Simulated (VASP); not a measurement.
Here is a VASP 6.6.1 calculation.

INCAR

```
PREC = Accurate ; ENCUT = 520
EDIFF = 1E-6 ; ISMEAR = 0
SIGMA = 0.1 ; LREAL = F
LASPH = T ; NELM = 150
ALGO = Normal ; ISIF = 2
LWAVE = F ; LCHARG = F
ISPIN = 2 ; MAGMOM = 0 0 0 0 3 0 0 0
LORBIT = 11 ; LMAXMIX = 4
GGA = PE ; NBANDS = 46
```

The input KPOINTS:

```
Automatic mesh
0
Gamma
  4 4 4
```

Contents of POSCAR:

```
Al4CoRu3
1.0
   -3.0461019400      3.0461019400      3.0461019400
    3.0461019400     -3.0461019400      3.0461019400
    3.0461019400      3.0461019400     -3.0461019400
Al Co Ru
4 1 3
Direct
    0.0000000000      0.5000000000      0.0000000000
    0.5000000000      0.5000000000      0.5000000000
    0.0000000000      0.0000000000      0.5000000000
    0.5000000000      0.0000000000      0.0000000000
    0.0000000000      0.0000000000      0.0000000000
    0.5000000000      0.0000000000      0.5000000000
    0.5000000000      0.5000000000      0.0000000000
    0.0000000000      0.5000000000      0.5000000000
```

Potentials or basis: VASP PAW PBE potentials, release 64 (Al, Co, Ru_pv).

Run with:

```bash
$ cat potpaw_PBE.64/Al/POTCAR potpaw_PBE.64/Co/POTCAR potpaw_PBE.64/Ru_pv/POTCAR > POTCAR
$ mpirun -np 1 vasp_std > vasp.out
```

**Question.** Predict the pressure.

**Answer.** -11.9 GPa.

**Question.** What does it give for the net moment?

**Answer.** 0.86 μB per cell.

Caveat: the k points lie up to 0.36 Å⁻¹ apart.
